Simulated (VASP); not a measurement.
A run of VASP 6.6.1:

INCAR

```
  PREC = Accurate
  ENCUT = 520
  EDIFF = 1E-6
  ISMEAR = 0
  SIGMA = 0.02
  LREAL = False
  LASPH = True
  NELM = 60
  ALGO = Normal
  ISIF = 2
  LWAVE = False
  LCHARG = False
  GGA = PE
  NBANDS = 31
```

File KPOINTS:

```
regular mesh
0
Gamma
  8 8 6
```

The input POSCAR:

```
Al3B2N5
1.0
    9.0717225549     -1.3788186137      0.0048792778
    9.0717225549      1.3788186137      0.0048792778
   -0.8164082813      0.0000000000      4.9618244958
Al B N
3 2 5
Direct
    0.9707251014      0.9707251014      0.2054669737
    0.3769149232      0.3769149232      0.6369729419
    0.8361719329      0.8361719329      0.0502099303
    0.2114950986      0.2114950986      0.6968533856
    0.5997403822      0.5997403822      0.4725261693
    0.2877254306      0.2877254306      0.8419820104
    0.4294909773      0.4294909773      0.9865305566
    0.6758824510      0.6758824510      0.6241156157
    0.8820556920      0.8820556920      0.4099194710
    0.0649319609      0.0649319609      0.4024540455
```

Potentials or basis: VASP PAW PBE potentials, release 64 (Al, B, N).

The run is started by

```bash
$ cat potpaw_PBE.64/Al/POTCAR potpaw_PBE.64/B/POTCAR potpaw_PBE.64/N/POTCAR > POTCAR
$ mpirun -np 1 vasp_std > vasp.out
```

Hardware: 1 thread of Intel(R) Xeon(R) Platinum 8488C (Sapphire Rapids), on a shared host.

Question: How long does it take, and how much memory?

Answer: Wall time 13 min on 1 thread of Intel(R) Xeon(R) Platinum 8488C (Sapphire Rapids), with other jobs on the host, peak memory 0.69 GiB. Counts: scf iterations 16, k points 114.
